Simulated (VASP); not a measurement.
Runs of VASP 6.6.1 on Al3GaN4. The structure is that of space group R3m (No. 160), or close to it. The cells are those of the table. 

```csv
cell,gap on the mesh (eV),pressure (GPa),largest force (eV/Å)
"a = 4.376 Å, angles 83.5°, 8 atoms",(a),15.4,1.12
"a = 4.464 Å, angles 83.6°, 8 atoms",2.12,1.9,0.60
"a = 4.464 Å, angles 96.0°, 8 atoms",2.46,4.3,3.23
"a = 4.289 Å, angles 96.3°, 8 atoms",2.61,36.3,5.34
"a = 4.333 Å, angles 96.2°, 8 atoms",(b),(d),4.74
"a = 4.320 Å, angles 87.8°, 8 atoms",3.14,14.7,0.68
"a = 4.420 Å, angles 83.5°, 8 atoms",2.25,8.2,0.84
"a = 4.420 Å, angles 96.1°, 8 atoms",2.60,10.8,3.69
"a = 4.325 Å, angles 85.6°, 8 atoms",2.82,(c),1.13
"a = 4.325 Å, angles 94.2°, 8 atoms",2.88,19.1,2.54
"a = 4.320 Å, angles 92.1°, 8 atoms",3.12,14.8,1.03
"a = 4.409 Å, angles 92.1°, 8 atoms",3.11,1.0,0.76
```

Alike in all rows: task single point; level PBEsol; potentials or basis VASP PAW PBE potentials, release 64 (Al, Ga_d, N); no spin polarisation; k mesh 6 × 6 × 6; cutoff (eV) 520; smearing gaussian 0.05 eV.

Problem. Fill in the values left out.

Solution. (a) 2.35; (b) 2.63; (c) 18.1; (d) 26.7.

Caveats: the PAW data sets were made with another functional, which shifts forces and pressure a little.

A k mesh can miss the band edges, and the runs leave out spin-orbit coupling on Ga.
